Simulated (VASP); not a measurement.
A run of VASP 6.6.1 is set up as follows.

The input INCAR:

```
SYSTEM = SiC
  ALGO = Normal
  EDIFF = 1E-6
  ENCUT = 600
  GGA_COMPAT = .False.
  ISIF = 2
  ISMEAR = 0
  LASPH = .True.
  LCHARG = .False.
  LREAL = .False.
  LWAVE = .False.
  NBANDS = 11
  NELM = 120
  PREC = Accurate
  SIGMA = 0.1
```

KPOINTS

```
k-points
0
Gamma
  8 8 8
  0 0 0
```

The input POSCAR:

```
SiC
1.0
    0.0000000000      1.8353526598      1.8353526598
    1.8353526598      0.0000000000      1.8353526598
    1.8353526598      1.8353526598      0.0000000000
C Si
1 1
Direct
    0.0000000000      0.0000000000      0.0000000000
    0.5000000000      0.5000000000      0.5000000000
```

Potentials or basis: VASP PAW LDA potentials, release 64 (C, Si).

Run with:

```bash
$ cat potpaw_LDA.64/C/POTCAR potpaw_LDA.64/Si/POTCAR > POTCAR
$ mpirun -np 1 vasp_std > vasp.out
```

Problem. Estimate the pressure.

Solution. 125.6 GPa.

Problem. Predict the band gap on the k mesh.

Solution. 0.99 eV, indirect (least direct gap 6.55 eV).

A k mesh can miss the band edges.
